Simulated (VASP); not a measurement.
# Ti (Im-3m) in VASP: notebook

Ti is run at these levels: r2SCAN; tasks: single point.

Everything below comes from runs of VASP 6.6.1. Logs are shortened: lines on timing, memory, paths and dates and some standing lists are left out, and cuts for length are marked.

## (1) The cell of the first run

Symmetry: Im-3m, No. 229, cubic system. The conventional cell has a = 3.158 Å, b = 3.158 Å, c = 3.158 Å, α = 90.00°, β = 90.00°, γ = 90.00°. Within 3.6 Å of Ti (site symmetry m-3m) lie 14 Ti at 2.74 to 3.16 Å.

This isn't the form of Ti at room conditions, which is hcp.

## (2) Single point, r2SCAN, collinear spin (15.75 Å³/atom)

The input, POSCAR:

```
Ti
1.0
   -1.5791379833      1.5791379833      1.5791379833
    1.5791379833     -1.5791379833      1.5791379833
    1.5791379833      1.5791379833     -1.5791379833
Ti
1
Direct
    0.0000000000      0.0000000000      0.0000000000
```

The input, INCAR.step1:

```
ALGO     = Normal         # electronic algorithm
EDIFF    = 1E-4           # SCF threshold, eV
ENCUT    = 520            # plane-wave cutoff, eV
GGA      = PE             # functional
ISMEAR   = -1             # smearing method
ISPIN    = 2              # spin polarisation
LASPH    = True           # aspherical terms in the spheres
LCHARG   = False          # write CHGCAR
LMAXMIX  = 4              # l up to which the mixer works
LREAL    = False          # projectors in reciprocal space
LWAVE    = True           # write WAVECAR
MAGMOM   = 1.059          # initial moments
NBANDS   = 16             # bands
NELM     = 150            # most SCF steps
PREC     = Accurate       # precision mode
SIGMA    = 0.05           # smearing width, eV
```

The input, INCAR.step2:

```
ALGO     = Normal         # electronic algorithm
EDIFF    = 1E-6           # SCF threshold, eV
ENCUT    = 520            # plane-wave cutoff, eV
ISIF     = 2              # what is computed and relaxed
ISMEAR   = -1             # smearing method
ISPIN    = 2              # spin polarisation
ISTART   = 1            
LASPH    = True           # aspherical terms in the spheres
LCHARG   = True           # write CHGCAR
LELF     = True           # ELF
LMAXMIX  = 4              # l up to which the mixer works
LMIXTAU  = True         
LORBIT   = 11             # projections on sites
LREAL    = False          # projectors in reciprocal space
LVHAR    = True         
LWAVE    = False          # write WAVECAR
MAGMOM   = 1.059          # initial moments
METAGGA  = R2SCAN         # meta-GGA
NBANDS   = 16             # bands
NELM     = 150            # most SCF steps
PREC     = Accurate       # precision mode
SIGMA    = 0.05           # smearing width, eV
```

The input, KPOINTS:

```
k-points
0
Gamma
  22 22 22
```

Potentials or basis: VASP PAW PBE potentials, release 64 (Ti_sv).

Launch:

```sh
$ cat potpaw_PBE.64/Ti_sv/POTCAR > POTCAR
$ cp INCAR.step1 INCAR
$ mpirun -np 1 vasp_std > vasp.out
$ cp INCAR.step2 INCAR
$ mpirun -np 1 vasp_std > vasp.out
```

OUTCAR:

```text
EDIFF = 1E-6
   ENCUT = 520
   ISIF = 2
   ISMEAR = -1
   ISPIN = 2
   ISTART = 1
   LASPH = True
   LORBIT = 11
   LREAL = False
   METAGGA = R2SCAN
   NELM = 150
   PREC = Accurate

 ion  position               nearest neighbor table
   1  0.000  0.000  0.000-

  LATTYP: Found a body centered cubic cell.
 ALAT       =     3.1582759666

  Lattice vectors:

 A1 = (  -1.5791379833,   1.5791379833,   1.5791379833)
 A2 = (   1.5791379833,  -1.5791379833,   1.5791379833)
 A3 = (   1.5791379833,   1.5791379833,  -1.5791379833)

Analysis of symmetry for initial positions (statically):
=====================================================================
 Subroutine PRICEL returns:
 Original cell was already a primitive cell.

 Routine SETGRP: Setting up the symmetry group for a
 body centered cubic supercell.

 Subroutine GETGRP returns: Found 48 space group operations
 (whereof 48 operations were pure point group operations)
 out of a pool of 48 trial point group operations.

The static configuration has the point symmetry O_h .

Analysis of symmetry for dynamics (positions and initial velocities):
=====================================================================
 Subroutine PRICEL returns:
 Original cell was already a primitive cell.

 Routine SETGRP: Setting up the symmetry group for a
 body centered cubic supercell.

 Subroutine GETGRP returns: Found 48 space group operations
 (whereof 48 operations were pure point group operations)
 out of a pool of 48 trial point group operations.

The dynamic configuration has the point symmetry O_h .

Analysis of structural, dynamic, and magnetic symmetry:
=====================================================================
 Subroutine PRICEL returns:
 Original cell was already a primitive cell.

 Routine SETGRP: Setting up the symmetry group for a
 body centered cubic supercell.

 Subroutine GETGRP returns: Found 48 space group operations
 (whereof 48 operations were pure point group operations)
 out of a pool of 48 trial point group operations.

The overall configuration has the point symmetry O_h .

 Subroutine INISYM returns: Found 48 space group operations
 (whereof 48 operations are pure point group operations),
 and found     1 'primitive' translations

----------------------------------------------------------------------------------------

                                     Primitive cell

  volume of cell :      15.7514

  direct lattice vectors                    reciprocal lattice vectors
    -1.579137983  1.579137983  1.579137983     0.000000000  0.316628442  0.316628442
     1.579137983 -1.579137983  1.579137983     0.316628442  0.000000000  0.316628442
     1.579137983  1.579137983 -1.579137983     0.316628442  0.316628442  0.000000000

  length of vectors
     2.735147219  2.735147219  2.735147219     0.447780237  0.447780237  0.447780237

  position of ions in fractional coordinates (direct lattice)
     0.000000000  0.000000000  0.000000000

  ion indices of the primitive-cell ions
   primitive index   ion index
                 1           1

----------------------------------------------------------------------------------------

 KPOINTS: k-points

Automatic generation of k-mesh.
 Grid dimensions read from file:
 generate k-points for:   22   22   22

 Generating k-lattice:

  Cartesian coordinates                     Fractional coordinates (reciprocal lattice)
     0.000000000  0.014392202  0.014392202     0.045454545  0.000000000  0.000000000
     0.014392202  0.000000000  0.014392202     0.000000000  0.045454545  0.000000000
     0.014392202  0.014392202  0.000000000     0.000000000  0.000000000  0.045454545

  Length of vectors
     0.020353647  0.020353647  0.020353647

  Shift w.r.t. Gamma in fractional coordinates (k-lattice)
     0.000000000  0.000000000  0.000000000

 Subroutine IBZKPT returns following result:
 ===========================================

 Found    328 irreducible k-points:

 Following reciprocal coordinates:
            Coordinates               Weight
  0.000000  0.000000  0.000000      1.000000
  0.045455  0.000000  0.000000     12.000000
  0.090909  0.000000  0.000000     12.000000
  0.136364  0.000000  0.000000     12.000000
  0.181818  0.000000  0.000000     12.000000
  0.227273  0.000000  0.000000     12.000000
[... 16 lines left out ...]
  0.090909  0.090909  0.000000     24.000000
  0.136364  0.090909  0.000000     48.000000
 [... further k-points ...]
   k-points           NKPTS =    328   k-points in BZ     NKDIM =    328   number of bands    NBANDS=     16
   number of dos      NEDOS =    301   number of ions     NIONS =      1
   total plane-waves  NPLWV =   8000
   dimension x,y,z NGX =    20 NGY =   20 NGZ =   20
   dimension x,y,z NGXF=    40 NGYF=   40 NGZF=   40
   ions per type =               1
   NGX,Y,Z   is equivalent  to a cutoff of  12.16, 12.16, 12.16 a.u.
   NGXF,Y,Z  is equivalent  to a cutoff of  24.31, 24.31, 24.31 a.u.
 SYSTEM =  unknown system
   PREC   = accura    normal or accurate (medium, high low for compatibility)
   ISTART =      1    job   : 0-new  1-cont  2-samecut
   ICHARG =      0    charge: 1-file 2-atom 10-const
   ISPIN  =      2    spin polarized calculation?
   LNONCOLLINEAR =      F non collinear calculations
   LSORBIT =      F    spin-orbit coupling
   LASPH  =      T    aspherical Exc in radial PAW
   ENCUT  =  520.0 eV  38.22 Ry    6.18 a.u.   5.09  5.09  5.09*2*pi/ulx,y,z
   NELM   =    150;   NELMIN=  2; NELMDL=  0     # of ELM steps
   EDIFF  = 0.1E-05   stopping-criterion for ELM
   LREAL  =      F    real-space projection
[... 7 lines left out ...]
   TEBEG  =    0.0;   TEEND  =   0.0 temperature during run
   PSTRESS=    0.0 pullay stress
   NELECT =      12.0000    total number of electrons
   NUPDOWN=      -1.0000    fix difference up-down
   EMIN   =  10.00;   EMAX   =-10.00  energy-range for DOS
   EFERMI =   0.00;   METHOD = LEGACY
   ISMEAR =    -1;   SIGMA  =   0.05  broadening in eV -4-tet -1-fermi 0-gaus
   EFERMI_NEDOS =   21; number of points for ismear=-14 and -15
   IALGO  =     38    algorithm
   IMIX   =      4    mixing-type and parameters
     AMIX     =   0.40;   BMIX     =  1.00
     AMIX_MAG =   1.60;   BMIX_MAG =  1.00
  volume/ion in A,a.u.               =      15.75       106.30
  Fermi-wavevector in a.u.,A,eV,Ry     =   1.495186  2.825491 30.416921  2.235581
  Thomas-Fermi vector in A             =   2.607363
   LORBIT       =     11    0 simple, 1 ext, 2 COOP (PROOUT), +10 PAW based schemes
   METAGGA = R2SCAN    functional components
   LHFCALC =     F    Hartree Fock is set to
   AEXX    =    0.0000 exact exchange contribution
   IVDW    =     0    specifies the selected vdW correction
   LEPSILON=     F    determine dielectric tensor
   LRPA    =     F    only Hartree local field effects (RPA)
 spin polarized calculation
  energy-cutoff  :      520.00
  volume of cell :       15.75
 maximum number of plane-waves:       438
   NGX = 11   NGY = 11   NGZ = 11

 number of electron      11.9999997 magnetization       0.0044849

 Free energy of the ion-electron system (eV)
  ---------------------------------------------------
  ext. energy  EPLUGINS =         0.00000000
  ---------------------------------------------------
  free energy    TOTEN  =       -12.76909583 eV

  energy without entropy =      -12.75346667  energy(sigma->0) =      -12.76128125

 E-fermi :   9.1866     XC(G=0): -12.9106

 val. band max:        9.1865202915   @ k =  -0.2727   0.3182   0.1364
 cond. band min:       9.1868360509   @ k =  -0.2273   0.3182   0.1364
 fundamental gap:      0.0003157594
 Fermi energy:         9.1866123365

 spin component 1

 k-point     1 :       0.0000    0.0000    0.0000
  band No.  band energies     occupation
      1     -49.5120      1.00000
      2     -24.1832      1.00000
      3     -24.1832      1.00000
      4     -24.1832      1.00000
      5       2.6666      1.00000
      6      10.4255      0.00000
[... 8 lines left out ...]
     15      35.0852      0.00000
     16      39.6036      0.00000

 k-point     2 :       0.0455    0.0000    0.0000
  band No.  band energies     occupation
      1     -49.5079      1.00000
      2     -24.2035      1.00000
      3     -24.1892      1.00000
      4     -24.1834      1.00000
      5       2.7475      1.00000
      6      10.3850      0.00000
[... 8 lines left out ...]
     15      35.2214      0.00000
     16      38.5334      0.00000
[... 387 lines left out ...]
      5       3.5916      1.00000
      6      10.0479      0.00000
[... 8 lines left out ...]
     15      34.1947      0.00000
     16      36.6100      0.00000

 k-point    24 :       0.1364    0.0909    0.0000
  band No.  band energies     occupation
      1     -49.4436      1.00000
      2     -24.5125      1.00000
      3     -24.2660      1.00000
      4     -24.2089      1.00000
      5       4.0847      1.00000
      6       9.8420      0.00000
[... 8 lines left out ...]
     15      33.7133      0.00000
     16      36.6950      0.00000

 [... further k-points ...]

 spin component 2

 k-point     1 :       0.0000    0.0000    0.0000
  band No.  band energies     occupation
      1     -49.5083      1.00000
      2     -24.1796      1.00000
      3     -24.1796      1.00000
      4     -24.1795      1.00000
      5       2.6707      1.00000
      6      10.4314      0.00000
[... 8 lines left out ...]
     15      35.0866      0.00000
     16      39.6095      0.00000

 k-point     2 :       0.0455    0.0000    0.0000
  band No.  band energies     occupation
      1     -49.5042      1.00000
      2     -24.1998      1.00000
      3     -24.1855      1.00000
      4     -24.1798      1.00000
      5       2.7516      1.00000
      6      10.3910      0.00000
[... 8 lines left out ...]
     15      35.2230      0.00000
     16      38.5384      0.00000
[... 387 lines left out ...]
      5       3.5957      1.00000
      6      10.0538      0.00000
[... 8 lines left out ...]
     15      34.1996      0.00000
     16      36.6133      0.00000

 k-point    24 :       0.1364    0.0909    0.0000
  band No.  band energies     occupation
      1     -49.4399      1.00000
      2     -24.5088      1.00000
      3     -24.2623      1.00000
      4     -24.2052      1.00000
      5       4.0888      1.00000
      6       9.8478      0.00000
[... 8 lines left out ...]
     15      33.7159      0.00000
     16      36.6997      0.00000

 [... further k-points ...]
[... 5 lines left out ...]
  --------------------------------------------------------------------------------------
  -------------------------------------------------------------------------------------
  Total        1.1470260      1.1470260      1.1470260     -0.0000000      0.0000000     -0.0000000
  in kB      116.6711882    116.6711882    116.6711882     -0.0000000      0.0000000     -0.0000000
  external PRESSURE =     116.6711882 kB  Pullay stress =       0.0000000 kB

 VOLUME and BASIS-vectors are now :
 -----------------------------------------------------------------------------
  energy-cutoff  :      520.00
  volume of cell :       15.75
      direct lattice vectors                 reciprocal lattice vectors
    -1.579137983  1.579137983  1.579137983     0.000000000  0.316628442  0.316628442
     1.579137983 -1.579137983  1.579137983     0.316628442  0.000000000  0.316628442
     1.579137983  1.579137983 -1.579137983     0.316628442  0.316628442  0.000000000

 POSITION                                       TOTAL-FORCE (eV/Angst)
 -----------------------------------------------------------------------------------
      0.00000      0.00000      0.00000         0.000000      0.000000     -0.000000
 -----------------------------------------------------------------------------------
    total drift:                                0.000000     -0.000000     -0.000000

  FREE ENERGIE OF THE ION-ELECTRON SYSTEM (eV)
  ---------------------------------------------------
  free  energy   TOTEN  =       -12.7690958275 eV

  energy  without entropy=      -12.7534666659  energy(sigma->0) =      -12.76128125

 total charge

# of ion       s       p       d       tot
------------------------------------------
    1        2.261   6.146   1.949  10.356

 magnetization (x)

# of ion       s       p       d       tot
------------------------------------------
    1        0.000   0.000   0.003   0.003
```

It took 11 min on 1 thread of Intel Xeon 8259CL, shared host; peak memory 0.23 GiB.

Results:

```
Free energy                                           : -12.7691 eV
Pressure                                              : 11.7 GPa
Band gap on the k mesh                                : zero (filled and empty bands overlap)
Net moment                                            : 0.00 μB per cell
Valence electrons inside the program's atomic spheres : Ti 10.36
```

Caveat: the cell stands under pressure; the PAW data sets were made with another functional, which shifts forces and pressure a little.

(Part 1 of 2 ends here.)
